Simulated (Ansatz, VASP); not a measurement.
# Two plane-wave programs on MgO

Contents of POSCAR:

```
MgO
1.0
    0.0000000000      2.1351500000      2.1351500000
    2.0550818750      0.0000000000      2.1351500000
    2.0550818750      2.1351500000      0.0000000000
Mg O
1 1
Direct
    0.0000000000      0.0000000000      0.0000000000
    0.5000000000      0.5000000000      0.5000000000
```

The input INCAR.step1:

```
PREC     = Accurate       # precision mode
ENCUT    = 660            # plane-wave cutoff, eV
ISMEAR   = 0              # smearing method
SIGMA    = 0.05           # smearing width, eV
LREAL    = False          # projectors in reciprocal space
LASPH    = True           # aspherical terms in the spheres
NELM     = 120            # most SCF steps
NBANDS   = 15             # bands
GGA      = PE             # functional
ALGO     = Normal         # electronic algorithm
EDIFF    = 1E-5           # SCF threshold, eV
LWAVE    = True           # write WAVECAR
LCHARG   = False          # write CHGCAR
GGA_COMPAT= False
```

Contents of INCAR.step2:

```
PREC     = Accurate       # precision mode
ENCUT    = 660            # plane-wave cutoff, eV
EDIFF    = 1E-6           # SCF threshold, eV
ISMEAR   = 0              # smearing method
SIGMA    = 0.05           # smearing width, eV
LREAL    = False          # projectors in reciprocal space
LASPH    = True           # aspherical terms in the spheres
NELM     = 120            # most SCF steps
ALGO     = Normal         # electronic algorithm
ISIF     = 2              # what is computed and relaxed
LWAVE    = False          # write WAVECAR
LCHARG   = True           # write CHGCAR
METAGGA  = R2SCAN         # meta-GGA
LMIXTAU  = True         
LELF     = True           # ELF
LVHAR    = True         
NBANDS   = 15             # bands
ISTART   = 1            
GGA_COMPAT= False
```

File KPOINTS:

```
Automatic mesh
0
Gamma
  10 10 10
```

Input for Ansatz:

```yaml
crystal:
  lattice:
    - [0.0, 2.13515, 2.13515]
    - [2.055081875, 0.0, 2.13515]
    - [2.055081875, 2.13515, 0.0]
  atoms:
    - { symbol: Mg, position: [0.0, 0.0, 0.0] }
    - { symbol: O, position: [0.5, 0.5, 0.5] }
basis:
  ecutwfc: 500
kpoints:
  mp_grid: { grid: [10, 10, 10] }
hamiltonian:
  xc: r2scan
scf:
  occupations: { method: gaussian, width: 0.05 }
output:
  forces: true
  stress: true
  eigenvalues: true
```

Change from the starting cell: strain -0.0375 x Voigt [1, 0, 0, 0, 0, 0], atoms carried along.

Alike in both runs: task single point; functional r2SCAN; k mesh 10 × 10 × 10; occupations gaussian, width 0.05 eV; no spin polarisation.

|  | VASP | Ansatz |
| --- | --- | --- |
| version | VASP 6.6.1 | Ansatz 0.2.0 |
| potentials or method | VASP PAW PBE potentials, release 64 (Mg_sv, O), cutoff 660 eV | scalar-relativistic, plane waves, PAW |
| valence electrons in the cell | 16 | 16 |

Ansatz gave:

```
gap on the k mesh at the Fermi level (eV)                     : 5.56
least direct gap on the mesh (eV)                             : 5.56
pressure (GPa)                                                : -0.9
traceless stress, the component that is largest in VASP (GPa) : 5.65
```

Task: What did VASP give for the same quantities?

Result: gap on the k mesh at the Fermi level (eV): 5.59; least direct gap on the mesh (eV): 5.59; pressure (GPa): -1.0; traceless stress, the component that is largest in VASP (GPa): 5.69.

VASP's potentials were made for PBE, not for r2SCAN. With one functional, cell and mesh, what is left measures potentials, basis and numerics.
